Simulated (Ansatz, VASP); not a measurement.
## One calculation of MnO2, two programs

```xyz
3
Lattice="2.8374 0.0000 0.0000 -1.4187 2.4573 0.0000 0.0000 0.0000 4.5705" Properties=species:S:1:pos:R:3 pbc="T T T"
Mn    0.0000    0.0000    2.2852
O     0.0000    1.6382    3.2281
O     1.4187    0.8191    1.3424
```

Alike in both runs: task single point; functional r2SCAN; k mesh 11 × 11 × 6; occupations fermi-dirac, width 0.05 eV; collinear spin.

|  | VASP | Ansatz |
| --- | --- | --- |
| version | VASP 6.6.1 | Ansatz 0.2.0 |
| potentials or method | VASP PAW PBE potentials, release 64 (Mn_pv, O) | Ansatz PAW |
| plane-wave cutoff (eV) | 520 | 500 |
| valence electrons in the cell | 25 | 27 |

Ansatz gave:

* gap on the k mesh at the Fermi level (eV): 1.85
* least direct gap on the mesh (eV): 1.93
* pressure (GPa): 3.6
* traceless stress, the component that is largest in VASP (GPa): -0.83
* rms of the force components (eV/Å): 0.106
* net moment per atom (μB): 1.00
* size of the moment on the site where the two differ most (μB): 2.56

Problem. Estimate VASP's values.

Solution. gap on the k mesh at the Fermi level (eV): 1.82; least direct gap on the mesh (eV): 1.90; pressure (GPa): 4.7; traceless stress, the component that is largest in VASP (GPa): -1.39; rms of the force components (eV/Å): 0.149; net moment per atom (μB): 1.00; size of the moment on the site where the two differ most (μB): 2.91.

VASP's potentials were made for PBE, not for r2SCAN. Site moments also hang on the region over which each program counts them. Atom by atom the forces differ by 0.043 eV/Å (rms over components). The functional is the same, so the differences come from potentials, cutoffs and numerics. VASP's potentials hold 25 valence electrons a cell and Ansatz's 27, so a difference there can come from the potentials and not from the codes.

Noted on Ansatz's run: the magnetic or orbital state may not be the lowest; odd divisions of the mesh miss points on the zone boundary, where band edges often lie, so the gap on the mesh can be too wide.
